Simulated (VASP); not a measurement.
# Pd (Fm-3m) in VASP: further runs

Pd is run at these levels: PBE; tasks: relaxation of cell and atoms.

Program: VASP 6.6.1. These are calculated values, not measurements. Logs are shortened: lines on timing, memory, paths and dates and some standing lists are left out, and cuts for length are marked.

## (1) The cell of the first run

Symmetry: Fm-3m, No. 225, cubic system. The conventional cell has a = 3.510 Å, b = 3.510 Å, c = 3.510 Å, α = 90.00°, β = 90.00°, γ = 90.00°. Pd (site symmetry m-3m) has 12 Pd at 2.48 Å within 3.3 Å.

## (2) Relaxation of cell and atoms, PBE, target pressure 150 GPa, at which the enthalpy is minimised

File INCAR:

```
SYSTEM = Pd
PREC = Accurate
ENCUT = 600
EDIFF = 1E-6
ISMEAR = -1
SIGMA = 0.05
LREAL = .False.
LASPH = .True.
NELM = 80
ALGO = Normal
ISIF = 3
LWAVE = .False.
LCHARG = .False.
GGA = PE
IBRION = 2
NSW = 60
EDIFFG = -0.005
PSTRESS = 1500.0
```

File KPOINTS:

```
regular mesh
0
Gamma
  19 19 19
  0 0 0
```

File POSCAR:

```
Pd
1.0
    0.0000000000      1.7548338275      1.7548338275
    1.7548338275      0.0000000000      1.7548338275
    1.7548338275      1.7548338275      0.0000000000
Pd
1
Direct
    0.0000000000      0.0000000000      0.0000000000
```

Potentials or basis: VASP PAW PBE potentials, release 64 (Pd).

On the command line:

```sh
> cat potpaw_PBE.64/Pd/POTCAR > POTCAR
> mpirun -np 1 vasp_std > vasp.out
```

OUTCAR:

```text
SYSTEM = Pd
   PREC = Accurate
   ENCUT = 600
   EDIFF = 1E-6
   ISMEAR = -1
   LREAL = .False.
   LASPH = .True.
   NELM = 80
   ISIF = 3
   GGA = PE
   IBRION = 2
   NSW = 60
   EDIFFG = -0.005
   PSTRESS = 1500.0

 ion  position               nearest neighbor table
   1  0.000  0.000  0.000-

  LATTYP: Found a face centered cubic cell.
 ALAT       =     3.5096676550

  Lattice vectors:

 A1 = (   0.0000000000,   1.7548338275,   1.7548338275)
 A2 = (   1.7548338275,   0.0000000000,   1.7548338275)
 A3 = (   1.7548338275,   1.7548338275,   0.0000000000)

Analysis of symmetry for initial positions (statically):
=====================================================================
 Subroutine PRICEL returns:
 Original cell was already a primitive cell.

 Routine SETGRP: Setting up the symmetry group for a
 face centered cubic supercell.

 Subroutine GETGRP returns: Found 48 space group operations
 (whereof 48 operations were pure point group operations)
 out of a pool of 48 trial point group operations.

The static configuration has the point symmetry O_h .

Analysis of symmetry for dynamics (positions and initial velocities):
=====================================================================
 Subroutine PRICEL returns:
 Original cell was already a primitive cell.

 Routine SETGRP: Setting up the symmetry group for a
 face centered cubic supercell.

 Subroutine GETGRP returns: Found 48 space group operations
 (whereof 48 operations were pure point group operations)
 out of a pool of 48 trial point group operations.

The dynamic configuration has the point symmetry O_h .

 Subroutine INISYM returns: Found 48 space group operations
 (whereof 48 operations are pure point group operations),
 and found     1 'primitive' translations

----------------------------------------------------------------------------------------

                                     Primitive cell

  volume of cell :      10.8078

  direct lattice vectors                    reciprocal lattice vectors
     0.000000000  1.754833827  1.754833827    -0.284927263  0.284927263  0.284927263
     1.754833827  0.000000000  1.754833827     0.284927263 -0.284927263  0.284927263
     1.754833827  1.754833827  0.000000000     0.284927263  0.284927263 -0.284927263

  length of vectors
     2.481709799  2.481709799  2.481709799     0.493508496  0.493508496  0.493508496

  position of ions in fractional coordinates (direct lattice)
     0.000000000  0.000000000  0.000000000

  ion indices of the primitive-cell ions
   primitive index   ion index
                 1           1

----------------------------------------------------------------------------------------

 KPOINTS: regular mesh

Automatic generation of k-mesh.
 Grid dimensions read from file:
 generate k-points for:   19   19   19

 Generating k-lattice:

  Cartesian coordinates                     Fractional coordinates (reciprocal lattice)
    -0.014996172  0.014996172  0.014996172     0.052631579  0.000000000  0.000000000
     0.014996172 -0.014996172  0.014996172     0.000000000  0.052631579  0.000000000
     0.014996172  0.014996172 -0.014996172     0.000000000  0.000000000  0.052631579

  Length of vectors
     0.025974131  0.025974131  0.025974131

  Shift w.r.t. Gamma in fractional coordinates (k-lattice)
     0.000000000  0.000000000  0.000000000

 Subroutine IBZKPT returns following result:
 ===========================================

 Found    220 irreducible k-points:

 Following reciprocal coordinates:
            Coordinates               Weight
  0.000000  0.000000  0.000000      1.000000
  0.052632  0.000000  0.000000      8.000000
  0.105263  0.000000  0.000000      8.000000
  0.157895  0.000000  0.000000      8.000000
  0.210526  0.000000  0.000000      8.000000
  0.263158  0.000000  0.000000      8.000000
[... 16 lines left out ...]
 -0.315789  0.052632  0.000000     24.000000
 -0.263158  0.052632  0.000000     24.000000
 [... further k-points ...]
   k-points           NKPTS =    220   k-points in BZ     NKDIM =    220   number of bands    NBANDS=      9
   number of dos      NEDOS =    301   number of ions     NIONS =      1
   total plane-waves  NPLWV =   8000
   dimension x,y,z NGX =    20 NGY =   20 NGZ =   20
   dimension x,y,z NGXF=    40 NGYF=   40 NGZF=   40
   ions per type =               1
   NGX,Y,Z   is equivalent  to a cutoff of  13.40, 13.40, 13.40 a.u.
   NGXF,Y,Z  is equivalent  to a cutoff of  26.80, 26.80, 26.80 a.u.
 SYSTEM =  Pd
   PREC   = accura    normal or accurate (medium, high low for compatibility)
   ISTART =      0    job   : 0-new  1-cont  2-samecut
   ICHARG =      2    charge: 1-file 2-atom 10-const
   ISPIN  =      1    spin polarized calculation?
   LNONCOLLINEAR =      F non collinear calculations
   LSORBIT =      F    spin-orbit coupling
   LASPH  =      T    aspherical Exc in radial PAW
   ENCUT  =  600.0 eV  44.10 Ry    6.64 a.u.   4.96  4.96  4.96*2*pi/ulx,y,z
   NELM   =     80;   NELMIN=  2; NELMDL= -5     # of ELM steps
   EDIFF  = 0.1E-05   stopping-criterion for ELM
   LREAL  =      F    real-space projection
   EDIFFG = -.5E-02   stopping-criterion for IOM
   NSW    =     60    number of steps for IOM
   IBRION =      2    ionic relax: 0-MD 1-quasi-New 2-CG
   NFREE  =      1    steps in history (QN), initial steepest desc. (CG)
   ISIF   =      3    stress and relaxation
   ISYM   =      2    0-nonsym 1-usesym 2-fastsym
   POTIM  = 0.5000    time-step for ionic-motion
   TEBEG  =    0.0;   TEEND  =   0.0 temperature during run
   PSTRESS= 1500.0 pullay stress
   NELECT =      10.0000    total number of electrons
   NUPDOWN=      -1.0000    fix difference up-down
   EMIN   =  10.00;   EMAX   =-10.00  energy-range for DOS
   EFERMI =   0.00;   METHOD = LEGACY
   ISMEAR =    -1;   SIGMA  =   0.05  broadening in eV -4-tet -1-fermi 0-gaus
   EFERMI_NEDOS =   21; number of points for ismear=-14 and -15
   IALGO  =     38    algorithm
   IMIX   =      4    mixing-type and parameters
     AMIX     =   0.40;   BMIX     =  1.00
     AMIX_MAG =   1.60;   BMIX_MAG =  1.00
  volume/ion in A,a.u.               =      10.81        72.93
  Fermi-wavevector in a.u.,A,eV,Ry     =   1.595250  3.014586 34.624426  2.544824
  Thomas-Fermi vector in A             =   2.693198
   LORBIT       =      0    0 simple, 1 ext, 2 COOP (PROOUT), +10 PAW based schemes
   GGA     = PE    functional components
   LHFCALC =     F    Hartree Fock is set to
   AEXX    =    0.0000 exact exchange contribution
   IVDW    =     0    specifies the selected vdW correction
   LEPSILON=     F    determine dielectric tensor
   LRPA    =     F    only Hartree local field effects (RPA)
 conjugate gradient relaxation of ions
 non-spin polarized calculation
  energy-cutoff  :      600.00
  volume of cell :       10.81
 maximum number of plane-waves:       369
   NGX =  9   NGY =  9   NGZ =  9

--------------------------------------- Ionic step        1  -------------------------------------------

 number of electron      10.0000002 magnetization

 Free energy of the ion-electron system (eV)
  ---------------------------------------------------
  ext. energy  EPLUGINS =         0.00000000
  ---------------------------------------------------
  free energy    TOTEN  =        -3.76043424 eV

  energy without entropy =       -3.74647968  energy(sigma->0) =       -3.75345696

------------------------ aborting loop because EDIFF is reached ----------------------------------------

  FORCE on cell =-STRESS in cart. coord.  units (eV):
  Direction    XX          YY          ZZ          XY          YZ          ZX
  --------------------------------------------------------------------------------------
  -------------------------------------------------------------------------------------
  Total       10.0976607     10.0976607     10.0976607      0.0000000      0.0000000      0.0000000
  in kB     1496.9019955   1496.9019955   1496.9019955      0.0000000      0.0000000      0.0000000
  external PRESSURE =      -3.0980045 kB  Pullay stress =    1500.0000000 kB
[... 59 lines left out ...]
  enthalpy is  TOTEN    =         6.3583100820 eV   P V=       10.0879856021

--------------------------------------- Ionic step        3  -------------------------------------------

 number of electron      10.0000002 magnetization

 Free energy of the ion-electron system (eV)
  ---------------------------------------------------
  ext. energy  EPLUGINS =         0.00000000
  ---------------------------------------------------
  free energy    TOTEN  =        -3.75643296 eV

  energy without entropy =       -3.74248336  energy(sigma->0) =       -3.74945816

 E-fermi :  16.1441     XC(G=0): -15.2204

 val. band max:       16.1434815919   @ k =   0.3684   0.1579   0.0526
 cond. band min:      16.1468378651   @ k =  -0.4737   0.2105   0.0000
 fundamental gap:      0.0033562732
 Fermi energy:        16.1441410475

 k-point     1 :       0.0000    0.0000    0.0000
  band No.  band energies     occupation
      1       6.2694      2.00000
      2      11.4366      2.00000
      3      11.4366      2.00000
      4      11.4366      2.00000
      5      14.1066      2.00000
      6      14.1066      2.00000
      7      32.8147      0.00000
      8      39.4965      0.00000
      9      39.4965      0.00000
[... 265 lines left out ...]
 k-point    24 :      -0.2632    0.0526    0.0000
  band No.  band energies     occupation
      1       8.3418      2.00000
      2      11.6409      2.00000
      3      11.8899      2.00000
      4      11.9448      2.00000
      5      14.1850      2.00000
      6      15.1150      2.00000
      7      31.9836      0.00000
      8      35.0632      0.00000
      9      40.9178      0.00000

 [... further k-points ...]
[... 5 lines left out ...]
  --------------------------------------------------------------------------------------
  -------------------------------------------------------------------------------------
  Total       10.1172289     10.1172289     10.1172289      0.0000000      0.0000000     -0.0000000
  in kB     1500.3968207   1500.3968207   1500.3968207      0.0000000      0.0000000     -0.0000000
  external PRESSURE =       0.3968207 kB  Pullay stress =    1500.0000000 kB
[... 16 lines left out ...]
  FREE ENERGIE OF THE ION-ELECTRON SYSTEM (eV)
  ---------------------------------------------------
  free  energy   TOTEN  =        -3.7564329638 eV

  energy  without entropy=       -3.7424833629  energy(sigma->0) =       -3.74945816

  enthalpy is  TOTEN    =         6.3581201404 eV   P V=       10.1145531042

 reached required accuracy - stopping structural energy minimisation
```

Run time: 32 s. Hardware: 1 thread of AMD EPYC 7R13 (Zen 3), shared host; peak memory 0.12 GiB.

Results:

| Quantity | Value |
| --- | --- |
| Free energy | -3.7564 eV |
| Relaxed volume | 10.80 Å³/atom |
| Relaxed cell | a = 2.481 Å, b = 2.481 Å, c = 2.481 Å, α = 60.00°, β = 60.00°, γ = 60.00° |
| Space group after relaxing (to 0.1 Å) | Fm-3m (No. 225) |
| Energy change on relaxing (the run minimises the enthalpy) | +4.0 meV/atom |
| Ionic steps | 3 |
| Pressure after relaxing | 150.0 GPa |
| Band gap on the k mesh | zero (bands 5 and 6 overlap by 2.68 eV) |

The path:
| step | energy change (eV) | largest force (eV/Å) | pressure (GPa) | volume (Å³) |
| --- | --- | --- | --- | --- |
| 1 | 0.0000 | 0.0000 | 149.69 | 10.81 |
| 2 | 0.0308 | 0.0000 | 152.18 | 10.78 |
| 3 | 0.0040 | 0.0000 | 150.04 | 10.80 |

Final structure:
```
Pd
1.0
     0.00000    1.75460    1.75460
     1.75460    0.00000    1.75460
     1.75460    1.75460    0.00000
Pd
1
Cartesian
  0.0000 0.0000 0.0000
```

Caveat: the cell is relaxed towards a set pressure, so the run minimises the enthalpy, not the energy.

## (3) Relaxation of cell and atoms, PBE, target pressure 150 GPa, at which the enthalpy is minimised

File INCAR:

```
  ALGO = Normal
  EDIFF = 1E-6
  EDIFFG = -0.005
  ENCUT = 600
  GGA = PE
  IBRION = 2
  ISIF = 3
  ISMEAR = -1
  LASPH = True
  LCHARG = False
  LREAL = False
  LWAVE = False
  NELM = 80
  NSW = 32
  PREC = Accurate
  PSTRESS = 1500.0
  SIGMA = 0.05
```

File KPOINTS:

```
k-points
0
Gamma
  19 19 19
```

File POSCAR:

```
Pd
1.0
    0.0000000000      1.7549027913      1.7549027913
    1.7549027913      0.0000000000      1.7549027913
    1.7549027913      1.7549027913      0.0000000000
Pd
1
Direct
    0.0000000000      0.0000000000      0.0000000000
```

Potentials or basis: VASP PAW PBE potentials, release 64 (Pd).

On the command line:

```sh
> cat potpaw_PBE.64/Pd/POTCAR > POTCAR
> mpirun -np 1 vasp_std > vasp.out
```

It took 33 s on 1 thread of AMD EPYC 7R13 (Zen 3), shared host; peak memory 0.13 GiB.

The run converged. Its results:

| Property | Result |
| --- | --- |
| Free energy | -3.7565 eV |
| Relaxed volume | 10.80 Å³/atom |
| Relaxed cell | a = 2.481 Å, b = 2.481 Å, c = 2.481 Å, α = 60.00°, β = 60.00°, γ = 60.00° |
| Space group after relaxing (to 0.1 Å) | Fm-3m (No. 225) |
| Energy change on relaxing (the run minimises the enthalpy) | +5.2 meV/atom |
| Ionic steps | 3 |
| Pressure after relaxing | 150.0 GPa |
| Band gap on the k mesh | zero (bands 5 and 6 overlap by 2.68 eV) |

The path:
```tsv
step	energy change (eV)	largest force (eV/Å)	pressure (GPa)	volume (Å³)
1	0.0000	0.0000	149.59	10.81
2	0.0405	0.0000	152.86	10.77
3	0.0052	0.0000	150.04	10.80
```

Final structure:
```
Pd
1.0
     0.00000    1.75460    1.75460
     1.75460    0.00000    1.75460
     1.75460    1.75460    0.00000
Pd
1
Direct
  0.00000 0.00000 0.00000
```

Levels at points of the mesh, in eV from the Fermi level:
| k point | band 2 | band 3 | band 4 | band 5 | band 6 | band 7 | band 8 | band 9 |
| --- | --- | --- | --- | --- | --- | --- | --- | --- |
| (0.00, 0.00, 0.00) | -4.71 | -4.71 | -4.71 | -2.04 | -2.04 | 16.67 | 23.35 | 23.35 |

Caveat: the cell is relaxed towards a set pressure, so the run minimises the enthalpy, not the energy.
